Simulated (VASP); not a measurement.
HfB2: relaxation of cell and atoms with r2SCAN

The system is HfB2.

```xyz
3
Lattice="3.1359 0.0000 0.0000 -1.5680 2.7158 0.0000 0.0000 0.0000 3.4808" Properties=species:S:1:pos:R:3 pbc="T T T"
Hf    0.0000    0.0000    0.0000
B     0.0000    1.8105    1.7404
B     1.5680    0.9053    1.7404
```

- Program: VASP 6.6.1
- Task: relaxation of cell and atoms
- Functional: r2SCAN
- Potentials or basis: VASP PAW PBE potentials, release 64 (Hf_pv, B)
- Cutoff: 550 eV
- k mesh: 15 × 15 × 12
- Occupations: fermi-dirac, width 0.15 eV
- Spin: no spin polarisation
- Dipole correction: no
- Further INCAR settings: ALGO = Normal; EDIFF = 1e-07; IBRION = 2; EDIFFG = -0.001; NSW = 80; ISIF = 3

```
Relaxed volume                        : 9.86 Å³/atom
Relaxed cell                          : a = 3.134 Å, b = 3.134 Å, c = 3.477 Å, α = 90.00°, β = 90.00°, γ = 120.00°
Space group after relaxing (to 0.1 Å) : P6/mmm (No. 191)
Energy gained by relaxing             : 0.0 meV/atom
Ionic steps                           : 6
Pressure after relaxing               : 0.0 GPa
Band gap on the k mesh                : zero (bands 8 and 9 overlap by 1.09 eV)
```

Step by step:
```tsv
step	energy change (eV)	largest force (eV/Å)	pressure (GPa)	volume (Å³)
1	0.0000	0.0000	-0.59	29.64
2	0.0001	0.0000	0.78	29.49
3	-0.0001	0.0000	-0.06	29.58
4	-0.0001	0.0000	0.01	29.58
5	-0.0001	0.0000	-0.01	29.58
6	-0.0001	0.0000	-0.01	29.58
```

Final structure:
```
CELL_PARAMETERS angstrom
3.13398 0.00000 0.00000
-1.56699 2.71411 0.00000
0.00000 0.00000 3.47733
ATOMIC_POSITIONS crystal
Hf 0.00000 0.00000 0.00000
B 0.33333 0.66667 0.50000
B 0.66667 0.33333 0.50000
```

Levels at points of the mesh, in eV from the Fermi level:
| k point | band 6 | band 7 | band 8 | band 9 | band 10 | band 11 |
| --- | --- | --- | --- | --- | --- | --- |
| (0.00, 0.00, 0.00) | -3.11 | -3.08 | -3.08 | 4.23 | 4.23 | 4.93 |
| (0.00, 0.00, 0.50) | -1.29 | -1.29 | 0.33 | 0.33 | 1.07 | 1.07 |

It took 17 min on 1 thread of Oxide Virtual Turin-like Processor, on a shared host, peak memory 0.19 GiB.

Caveat: the PAW data sets were made with another functional, which shifts forces and pressure a little; spin-orbit coupling is left out, which moves the levels of the heavy elements.
